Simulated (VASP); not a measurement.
Fe, 1 atom in the cell. The structure is cubic, space group Im-3m (No. 229). The conventional cell has a = 2.886 Å, b = 2.886 Å, c = 2.886 Å, α = 90.00°, β = 90.00°, γ = 90.00°. Fe (site symmetry m-3m) has 14 Fe at 2.50 to 2.89 Å within 3.3 Å. 

| Quantity | Value |
| --- | --- |
| Program | VASP 6.6.1 |
| Task | single point |
| Functional | PBE |
| Potentials or basis | VASP PAW PBE potentials, release 64 (Fe) |
| Cutoff | 520 eV |
| k mesh | 13 × 13 × 13 |
| Occupations | gaussian, width 0.013 eV |
| Spin | collinear spin, ferromagnetic start |
| Starting moments | [3.0] μB |
| Dipole correction | no |
| Further INCAR settings | ALGO = Normal; EDIFF = 1e-07; NBANDS = 14 |

Potentials or basis: VASP PAW PBE potentials, release 64 (Fe).

Run with:

```sh
$ cat potpaw_PBE.64/Fe/POTCAR > POTCAR
$ mpirun -np 1 vasp_std > vasp.out
```

Hardware: 1 thread of Intel Xeon 6975P-C, on a shared host.

Question: How long does it take, and how much memory?

Answer: Run time: 63 s on 1 thread of Intel Xeon 6975P-C (shared host), peak memory 0.14 GiB. Counts: scf iterations 15, k points 84.
